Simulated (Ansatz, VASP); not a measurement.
## NaCl in VASP and in Ansatz

```
Na Cl
1.0
     3.45955    0.00000    0.00000
     0.00000    3.45955    0.00000
     0.00000    0.00000    3.45955
Na Cl
1 1
Direct
  0.00000 0.00000 0.00000
  0.50000 0.50000 0.50000
```

Alike in both runs: task single point; functional r2SCAN; k mesh 6 × 6 × 6; no spin polarisation.

|  | VASP | Ansatz |
| --- | --- | --- |
| version | VASP 6.6.1 | Ansatz 0.2.0 |
| potentials or method | VASP PAW PBE potentials, release 64 (Na_pv, Cl) | plane waves, PAW |
| plane-wave cutoff (eV) | 520 | 500 |
| occupations | gaussian, width 0.01 eV | fixed |
| valence electrons in the cell | 14 | 16 |

|  | VASP | Ansatz | Ansatz less VASP |
| --- | --- | --- | --- |
| gap on the k mesh at the Fermi level (eV) | 4.95 | 4.92 | -0.035 |
| pressure (GPa) | -0.3 | 0.0 | +0.30 |

VASP's potentials were made for PBE, not for r2SCAN. VASP's potentials hold 14 valence electrons a cell and Ansatz's 16, so a difference there can come from the potentials and not from the codes.
